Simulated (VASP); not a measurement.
## SrO: single point with PBE

The system is SrO.

```
CELL_PARAMETERS angstrom
0.00000 2.79228 2.84868
2.79228 0.00000 2.84868
2.79228 2.79228 0.00000
ATOMIC_POSITIONS crystal
Sr 0.00000 0.00000 0.00000
O 0.25000 0.25000 0.25000
```

This cell differs from its parent crystal: uniaxial z strain +2.0%.

* Program: VASP 6.6.1
* Task: single point
* Functional: PBE
* Potentials or basis: VASP PAW PBE potentials, release 64 (Sr_sv, O)
* Cutoff: 520 eV
* k mesh: 8 × 8 × 8
* Occupations: fermi-dirac, width 0.02 eV
* Spin: no spin polarisation
* Dipole correction: no
* Further INCAR settings: ALGO = Normal; EDIFF = 1e-07; NBANDS = 15

The pressure is 0.1 GPa and the band gap on the k mesh is 2.46 eV, indirect (least direct gap 3.27 eV).

Stress tensor (GPa, compression positive):
```
 0.23  0.00  0.00
 0.00  0.23  0.00
 0.00  0.00 -0.06
```

Levels at points of the mesh, in eV from the valence-band top:
| k point | band 5 | band 6 | band 7 | band 8 | band 9 | band 10 | band 11 | band 12 |
| --- | --- | --- | --- | --- | --- | --- | --- | --- |
| (0.00, 0.00, 0.00) | -14.19 | -0.82 | -0.81 | -0.81 | 2.46 | 7.85 | 8.06 | 9.10 |
| (0.50, 0.00, 0.00) | -13.14 | -0.72 | -0.53 | -0.50 | 5.22 | 7.04 | 7.49 | 7.56 |
| (0.50, 0.50, 0.00) | -12.80 | -1.39 | -0.01 | -0.01 | 4.48 | 5.65 | 9.51 | 9.82 |
| (0.50, 0.00, 0.50) | -12.85 | -1.38 | -0.03 | -0.01 | 4.55 | 5.70 | 9.50 | 9.77 |

Wall time 32 s on 1 thread of Intel(R) Xeon(R) Platinum 8375C CPU @ 2.90GHz (Ice Lake), with other jobs on the host, peak memory 0.19 GiB.

Caveat: the cell differs from its parent crystal (uniaxial z strain +2.0%). A k mesh can miss the band edges.
